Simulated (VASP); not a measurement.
# Bi3H2 in VASP: further runs

Bi3H2 is run at these levels: PBE; tasks: single point.

Everything below comes from runs of VASP 6.6.1. Logs are shortened: lines on timing, memory, paths and dates and some standing lists are left out, and cuts for length are marked.

### Step 1. The cell of the first run

The cell holds a sheet with vacuum, 5 atoms: a = 4.334 Å, b = 8.759 Å, c = 23.800 Å, α = 90.00°, β = 90.00°, γ = 90.00°.

### Step 2. Single point, PBE

INCAR reads:

```
SYSTEM = Bi3H2
ALGO = Normal
DIPOL = 0.5 0.5 0.294
EDIFF = 1E-6
ENCUT = 520
GGA = PE
IDIPOL = 3
ISIF = 2
ISMEAR = 0
LASPH = .True.
LCHARG = .False.
LDIPOL = .True.
LREAL = .False.
LWAVE = .False.
NBANDS = 32
NELM = 100
PREC = Accurate
SIGMA = 0.1
```

KPOINTS reads:

```
k-points
0
Gamma
  10 4 1
  0 0 0
```

POSCAR reads:

```
Bi3H2
1.0
    4.3339955161      0.0000000000      0.0000000000
    0.0000000000      8.7587099010      0.0000000000
    0.0000000000      0.0000000000     23.8000000000
Bi H
3 2
Direct
    0.5000000000      0.7279924284      0.2941176471
    0.5000000000      0.2720075716      0.2941176471
    0.0000000000      0.0000000000      0.2941176471
    0.5000000000      0.0000000000      0.2941176471
    0.5000000000      0.5000000000      0.2941176471
```

Potentials or basis: VASP PAW PBE potentials, release 64 (Bi_d, H).

Run with:

```
> cat potpaw_PBE.64/Bi_d/POTCAR potpaw_PBE.64/H/POTCAR > POTCAR
> mpirun -np 1 vasp_std > vasp.out
```

OUTCAR:

```text
SYSTEM = Bi3H2
   EDIFF = 1E-6
   ENCUT = 520
   GGA = PE
   ISIF = 2
   ISMEAR = 0
   LASPH = .True.
   LREAL = .False.
   NELM = 100
   PREC = Accurate

 ion  position               nearest neighbor table
   1  0.500  0.728  0.294-   5 2.00   4 2.38   3 3.22   3 3.22
   2  0.500  0.272  0.294-   5 2.00   4 2.38   3 3.22   3 3.22
   3  0.000  0.000  0.294-   4 2.17   4 2.17   1 3.22   1 3.22   2 3.22   2 3.22
   4  0.500  0.000  0.294-   3 2.17   3 2.17   1 2.38   2 2.38
   5  0.500  0.500  0.294-   1 2.00   2 2.00

  LATTYP: Found a simple orthorhombic cell.
 ALAT       =     4.3339955161
 B/A-ratio  =     2.0209319249
 C/A-ratio  =     5.4914685333

  Lattice vectors:

 A1 = (   4.3339955161,   0.0000000000,   0.0000000000)
 A2 = (   0.0000000000,   8.7587099010,   0.0000000000)
 A3 = (   0.0000000000,   0.0000000000,  23.8000000000)

Analysis of symmetry for initial positions (statically):
=====================================================================
 Subroutine PRICEL returns:
 Original cell was already a primitive cell.

 Routine SETGRP: Setting up the symmetry group for a
 simple orthorhombic supercell.

 Subroutine GETGRP returns: Found  8 space group operations
 (whereof  4 operations were pure point group operations)
 out of a pool of  8 trial point group operations.

The static configuration has the point symmetry C_2v.
 The point group associated with its full space group is D_2h.

Analysis of symmetry for dynamics (positions and initial velocities):
=====================================================================
 Subroutine PRICEL returns:
 Original cell was already a primitive cell.

 Routine SETGRP: Setting up the symmetry group for a
 simple orthorhombic supercell.

 Subroutine GETGRP returns: Found  8 space group operations
 (whereof  4 operations were pure point group operations)
 out of a pool of  8 trial point group operations.

The dynamic configuration has the point symmetry C_2v.
 The point group associated with its full space group is D_2h.

 Subroutine INISYM returns: Found  8 space group operations
 (whereof  4 operations are pure point group operations),
 and found     1 'primitive' translations

----------------------------------------------------------------------------------------

                                     Primitive cell

  volume of cell :     903.4530

  direct lattice vectors                    reciprocal lattice vectors
     4.333995516  0.000000000  0.000000000     0.230733972  0.000000000  0.000000000
     0.000000000  8.758709901  0.000000000     0.000000000  0.114172065  0.000000000
     0.000000000  0.000000000 23.800000000     0.000000000  0.000000000  0.042016807

  length of vectors
     4.333995516  8.758709901 23.800000000     0.230733972  0.114172065  0.042016807

  position of ions in fractional coordinates (direct lattice)
     0.500000000  0.727992428  0.294117647
     0.500000000  0.272007572  0.294117647
     0.000000000  0.000000000  0.294117647
     0.500000000  0.000000000  0.294117647
     0.500000000  0.500000000  0.294117647

  ion indices of the primitive-cell ions
   primitive index   ion index
                 1           1
                 2           2
                 3           3
                 4           4
                 5           5

----------------------------------------------------------------------------------------

 KPOINTS: k-points

Automatic generation of k-mesh.
 Grid dimensions read from file:
 generate k-points for:   10    4    1

 Generating k-lattice:

  Cartesian coordinates                     Fractional coordinates (reciprocal lattice)
     0.023073397  0.000000000  0.000000000     0.100000000  0.000000000  0.000000000
     0.000000000  0.028543016  0.000000000     0.000000000  0.250000000  0.000000000
     0.000000000  0.000000000  0.042016807     0.000000000  0.000000000  1.000000000

  Length of vectors
     0.023073397  0.028543016  0.042016807

  Shift w.r.t. Gamma in fractional coordinates (k-lattice)
     0.000000000  0.000000000  0.000000000

 Subroutine IBZKPT returns following result:
 ===========================================

 Found     18 irreducible k-points:

 Following reciprocal coordinates:
            Coordinates               Weight
  0.000000  0.000000  0.000000      1.000000
  0.100000  0.000000  0.000000      2.000000
  0.200000  0.000000  0.000000      2.000000
  0.300000  0.000000  0.000000      2.000000
  0.400000  0.000000  0.000000      2.000000
  0.500000  0.000000  0.000000      1.000000
[... 10 lines left out ...]
  0.400000  0.500000  0.000000      2.000000
  0.500000  0.500000  0.000000      1.000000
   k-points           NKPTS =     18   k-points in BZ     NKDIM =     18   number of bands    NBANDS=     32
   number of dos      NEDOS =    301   number of ions     NIONS =      5
   total plane-waves  NPLWV = 403200
   dimension x,y,z NGX =    32 NGY =   70 NGZ =  180
   dimension x,y,z NGXF=    64 NGYF=  140 NGZF=  360
   ions per type =               3   2
   NGX,Y,Z   is equivalent  to a cutoff of  12.27, 13.29, 12.57 a.u.
   NGXF,Y,Z  is equivalent  to a cutoff of  24.55, 26.57, 25.15 a.u.
 SYSTEM =  Bi3H2
   PREC   = accura    normal or accurate (medium, high low for compatibility)
   ISTART =      0    job   : 0-new  1-cont  2-samecut
   ICHARG =      2    charge: 1-file 2-atom 10-const
   ISPIN  =      1    spin polarized calculation?
   LNONCOLLINEAR =      F non collinear calculations
   LSORBIT =      F    spin-orbit coupling
   LASPH  =      T    aspherical Exc in radial PAW
   ENCUT  =  520.0 eV  38.22 Ry    6.18 a.u.   8.06 16.29 44.25*2*pi/ulx,y,z
   NELM   =    100;   NELMIN=  2; NELMDL= -5     # of ELM steps
   EDIFF  = 0.1E-05   stopping-criterion for ELM
   LREAL  =      F    real-space projection
   EDIFFG = 0.1E-04   stopping-criterion for IOM
   NSW    =      0    number of steps for IOM
   IBRION =     -1    ionic relax: 0-MD 1-quasi-New 2-CG
   NFREE  =      0    steps in history (QN), initial steepest desc. (CG)
   ISIF   =      2    stress and relaxation
   ISYM   =      2    0-nonsym 1-usesym 2-fastsym
   POTIM  = 0.5000    time-step for ionic-motion
   TEBEG  =    0.0;   TEEND  =   0.0 temperature during run
   PSTRESS=    0.0 pullay stress
   NELECT =      47.0000    total number of electrons
   NUPDOWN=      -1.0000    fix difference up-down
   EMIN   =  10.00;   EMAX   =-10.00  energy-range for DOS
   EFERMI =   0.00;   METHOD = LEGACY
   ISMEAR =     0;   SIGMA  =   0.10  broadening in eV -4-tet -1-fermi 0-gaus
   EFERMI_NEDOS =   21; number of points for ismear=-14 and -15
   IALGO  =     38    algorithm
   IMIX   =      4    mixing-type and parameters
     AMIX     =   0.40;   BMIX     =  1.00
     AMIX_MAG =   1.60;   BMIX_MAG =  1.00
  volume/ion in A,a.u.               =     180.69      1219.36
  Fermi-wavevector in a.u.,A,eV,Ry     =   0.611137  1.154882  5.081627  0.373489
  Thomas-Fermi vector in A             =   1.666953
   LORBIT       =      0    0 simple, 1 ext, 2 COOP (PROOUT), +10 PAW based schemes
   GGA     = PE    functional components
   LHFCALC =     F    Hartree Fock is set to
   AEXX    =    0.0000 exact exchange contribution
   IVDW    =     0    specifies the selected vdW correction
   LEPSILON=     F    determine dielectric tensor
   LRPA    =     F    only Hartree local field effects (RPA)
 non-spin polarized calculation
 Gauss-broadening in eV      SIGMA  =   0.10
  energy-cutoff  :      520.00
  volume of cell :      903.45
 maximum number of plane-waves:     24384
   NGX = 17   NGY = 33   NGZ = 89

 dipolmoment           0.000000      0.000000     -0.000004 electrons x Angstroem

 number of electron      47.0000007 magnetization

 dipolmoment           0.000000      0.000000      0.000004 electrons x Angstroem

 Free energy of the ion-electron system (eV)
  ---------------------------------------------------
  ext. energy  EPLUGINS =         0.00000000
  ---------------------------------------------------
  free energy    TOTEN  =       -14.21673505 eV

  energy without entropy =      -14.19462564  energy(sigma->0) =      -14.20568035

 E-fermi :  -3.3762     XC(G=0):  -1.7954

 val. band max:       -3.4133305954   @ k =   0.1000   0.0000   0.0000
 cond. band min:      -3.3661320324   @ k =   0.4000   0.2500   0.0000
 fundamental gap:      0.0471985630
 Fermi energy:        -3.3761521765

 k-point     1 :       0.0000    0.0000    0.0000
  band No.  band energies     occupation
      1     -26.1994      2.00000
      2     -26.1651      2.00000
      3     -26.0540      2.00000
      4     -26.0473      2.00000
      5     -26.0271      2.00000
      6     -26.0175      2.00000
[... 24 lines left out ...]
     31       1.3496      0.00000
     32       1.4544      0.00000

 k-point     2 :       0.1000    0.0000    0.0000
  band No.  band energies     occupation
      1     -26.1943      2.00000
      2     -26.1600      2.00000
      3     -26.0637      2.00000
      4     -26.0533      2.00000
      5     -26.0164      2.00000
      6     -26.0109      2.00000
[... 24 lines left out ...]
     31       1.4803      0.00000
     32       1.6690      0.00000
[... 523 lines left out ...]
     31       2.0929      0.00000
     32       2.1434      0.00000

 k-point    18 :       0.5000    0.5000    0.0000
  band No.  band energies     occupation
      1     -26.1467      2.00000
      2     -26.1175      2.00000
      3     -26.0560      2.00000
      4     -26.0509      2.00000
      5     -26.0293      2.00000
      6     -26.0275      2.00000
[... 24 lines left out ...]
     31       2.2841      0.00000
     32       2.5186      0.00000

------------------------ aborting loop because EDIFF is reached ----------------------------------------

 vacuum level on the upper side and lower side of the slab       (xc-potential included)        -0.004        -0.004

  FORCE on cell =-STRESS in cart. coord.  units (eV):
  Direction    XX          YY          ZZ          XY          YZ          ZX
  --------------------------------------------------------------------------------------
  -------------------------------------------------------------------------------------
  Total        0.7579173     -0.6122725     -0.0702718      0.0000000      0.0000000      0.0000000
  in kB        1.3440853     -1.0857999     -0.1246195      0.0000000      0.0000000      0.0000000
  external PRESSURE =       0.0445553 kB  Pullay stress =       0.0000000 kB

 VOLUME and BASIS-vectors are now :
 -----------------------------------------------------------------------------
  energy-cutoff  :      520.00
  volume of cell :      903.45
      direct lattice vectors                 reciprocal lattice vectors
     4.333995516  0.000000000  0.000000000     0.230733972  0.000000000  0.000000000
     0.000000000  8.758709901  0.000000000     0.000000000  0.114172065  0.000000000
     0.000000000  0.000000000 23.800000000     0.000000000  0.000000000  0.042016807

 POSITION                                       TOTAL-FORCE (eV/Angst)
 -----------------------------------------------------------------------------------
      2.16700      6.37627      7.00000         0.000000      0.103017      0.000000
      2.16700      2.38244      7.00000         0.000000     -0.103017      0.000000
      0.00000      0.00000      7.00000         0.000000      0.000000      0.000000
      2.16700      0.00000      7.00000         0.000000      0.000000     -0.000000
      2.16700      4.37935      7.00000         0.000000      0.000000     -0.000000
 -----------------------------------------------------------------------------------
    total drift:                                0.000000      0.000000      0.000123

  FREE ENERGIE OF THE ION-ELECTRON SYSTEM (eV)
  ---------------------------------------------------
  free  energy   TOTEN  =       -14.2167350523 eV

  energy  without entropy=      -14.1946256413  energy(sigma->0) =      -14.20568035

 vacuum level on the upper side and lower side of the slab         1.325         1.325
```

Run time: 7.1 min. Hardware: 1 thread of Intel Xeon 6975P-C (Granite Rapids), shared host; peak memory 1 GiB.

Results:

```yaml
Free_energy: -14.2167 eV
Largest_force: 0.103 eV/Å
```

Forces on the atoms (eV/Å):
```
Bi   0.000  0.103  0.000
Bi   0.000 -0.103  0.000
Bi   0.000  0.000  0.000
H    0.000  0.000  0.000
H    0.000  0.000  0.000
```

Levels at points of the mesh, in eV from the Fermi level:
```
           k point  band 20  band 21  band 22  band 23  band 24  band 25  band 26  band 27
(0.00, 0.00, 0.00)    -1.80    -1.55    -1.21    -1.04    -0.21     0.85     1.09     2.61
(0.50, 0.00, 0.00)    -2.99    -2.12    -1.04    -0.30    -0.14     0.34     0.39     3.26
(0.00, 0.50, 0.00)    -2.13    -1.68    -1.14    -0.67     0.75     0.92     1.39     2.85
(0.50, 0.50, 0.00)    -4.08    -3.14    -0.46    -0.14    -0.09     0.06     2.05     3.10
```

Caveat: spin-orbit coupling is left out, which moves the levels of the heavy elements.

### Step 3. Single point, PBE

This run uses another cell than the first one, of 183.62 Å³/atom, 1.016 times its volume.

INCAR reads:

```
SYSTEM = Bi3H2
PREC     = Accurate       ! precision mode
ENCUT    = 520            ! plane-wave cutoff, eV
EDIFF    = 1E-7           ! SCF threshold, eV
ISMEAR   = 0              ! smearing method
SIGMA    = 0.1            ! smearing width, eV
LREAL    = .False.        ! projectors in reciprocal space
LASPH    = .True.         ! aspherical terms in the spheres
NELM     = 60             ! most SCF steps
ALGO     = Normal         ! electronic algorithm
ISIF     = 2              ! what is computed and relaxed
LWAVE    = .False.        ! write WAVECAR
LCHARG   = .True.         ! write CHGCAR
LDIPOL   = .True.       
IDIPOL   = 3            
DIPOL    = 0.5 0.5 0.294
GGA      = PE             ! functional
LELF     = .True.         ! ELF
LVHAR    = .True.       
LVACPOTAV= .True.       
NBANDS   = 32             ! bands
```

KPOINTS reads:

```
regular mesh
0
Gamma
  10 4 1
  0 0 0
```

POSCAR reads:

```
Bi3H2
1.0
    4.4850122008      0.0000000000      0.0000000000
    0.0000000000      8.6010923993      0.0000000000
    0.0000000000      0.0000000000     23.8000000000
Bi H
3 2
Direct
    0.5000000000      0.7323818872      0.2941176471
    0.5000000000      0.2676181128      0.2941176471
    0.0000000000      0.0000000000      0.2941176471
    0.5000000000      0.0000000000      0.2941176471
    0.5000000000      0.5000000000      0.2941176471
```

Potentials or basis: VASP PAW PBE potentials, release 64 (Bi_d, H).

Run with:

```
> cat potpaw_PBE.64/Bi_d/POTCAR potpaw_PBE.64/H/POTCAR > POTCAR
> mpirun -np 1 vasp_std > vasp.out
```

It took 6.7 min on 1 thread of Intel Xeon 6975P-C (Granite Rapids), shared host; peak memory 1 GiB.

Results (log left out):

```yaml
Free_energy: -14.2431 eV
Work_function_of_the_upper_face: 4.71 eV
Work_function_of_the_lower_face: 4.71 eV
```

Levels at points of the mesh, in eV from the Fermi level:
```tsv
k point	band 19	band 20	band 21	band 22	band 23	band 24	band 25	band 26	band 27	band 28
(0.00, 0.00, 0.00)	-4.16	-1.77	-1.54	-1.32	-0.98	-0.12	0.87	0.97	2.59	2.65
(0.50, 0.00, 0.00)	-6.54	-2.92	-1.73	-0.79	-0.35	-0.20	0.34	0.51	3.58	4.86
(0.00, 0.50, 0.00)	-4.56	-2.57	-1.64	-1.47	-0.57	0.54	0.90	1.50	3.08	3.35
(0.50, 0.50, 0.00)	-5.36	-4.01	-3.06	-0.19	-0.19	-0.10	0.00	2.29	3.61	4.73
```

Caveat: spin-orbit coupling is left out, which moves the levels of the heavy elements.
